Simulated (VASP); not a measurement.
Wanted: the native input for a VASP 6.6.1 run.

```
Task                   : single point
Functional             : PBE
Potentials or basis    : VASP PAW PBE potentials, release 64 (Si, B, N)
Cutoff                 : 600 eV
k mesh                 : 7 × 7 × 5
Occupations            : gaussian, width 0.2 eV
Spin                   : no spin polarisation
Dipole correction      : no
Further INCAR settings : ALGO = Normal; EDIFF = 1e-06; NBANDS = 16
```

The structure of SiBN2 lies in POSCAR:

```
SiBN2
1.0
    2.7864880852      0.0000000000      0.0000000000
    0.0000000000      2.7864880852      0.0000000000
    0.0000000000      0.0000000000      3.9933088420
Si B N
1 1 2
Direct
    0.0000000000      0.0000000000      0.0000000000
    0.5000000000      0.5000000000      0.5000000000
    0.5000000000      0.0000000000      0.7158651851
    0.0000000000      0.5000000000      0.2841348149
```

One way to write it, as run:

INCAR

```
SYSTEM = SiBN2
  PREC = Accurate
  ENCUT = 600
  EDIFF = 1E-6
  ISMEAR = 0
  SIGMA = 0.2
  LREAL = .False.
  LASPH = .True.
  NELM = 120
  ALGO = Normal
  ISIF = 2
  LWAVE = .False.
  LCHARG = .False.
  GGA = PE
  NBANDS = 16
  GGA_COMPAT = .False.
```

KPOINTS

```
Automatic mesh
0
Gamma
  7 7 5
  0 0 0
```

Potentials or basis: VASP PAW PBE potentials, release 64 (Si, B, N).

Launch:

```bash
$ cat potpaw_PBE.64/Si/POTCAR potpaw_PBE.64/B/POTCAR potpaw_PBE.64/N/POTCAR > POTCAR
$ mpirun -np 1 vasp_std > vasp.out
```

It gave:

| Quantity | Value |
| --- | --- |
| Pressure | -0.3 GPa |
| Largest force | 0.004 eV/Å |
| Band gap on the k mesh | zero (an odd number of electrons rules out a gap without spin polarisation) |

Run time: 17 s on 1 thread of Intel Xeon 8259CL (shared host), peak memory 0.15 GiB.
